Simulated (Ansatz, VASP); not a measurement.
V: VASP beside Ansatz

```
CELL_PARAMETERS angstrom
2.56018 -0.20910 0.36583
1.01718 2.36021 0.37296
1.47314 0.88379 2.45581
ATOMIC_POSITIONS crystal
V 0.00000 0.00000 0.00000
```

Alike in both runs: functional PBE; k mesh 20 × 20 × 20; occupations gaussian, width 0.1 eV; no spin polarisation.

Ansatz relaxed the structure, and its values are those at the end. VASP's run is a single point on that final structure, the one shown.

|  | VASP | Ansatz |
| --- | --- | --- |
| version | VASP 6.6.1 | Ansatz 0.2.0 |
| potentials or method | VASP PAW PBE potentials, release 64 (V_sv), cutoff 520 eV | scalar-relativistic, plane waves, PAW |
| valence electrons in the cell | 13 | 13 |

Ansatz gave:

- gap on the k mesh at the Fermi level (eV): none
- pressure (GPa): 0.0

Problem. What did VASP give for the same quantities?

Solution. gap on the k mesh at the Fermi level (eV): none; pressure (GPa): 0.4.

A gap of «none» marks a metal or a gap that the smearing closes. Ansatz's warnings: near symmetry operations not taken.
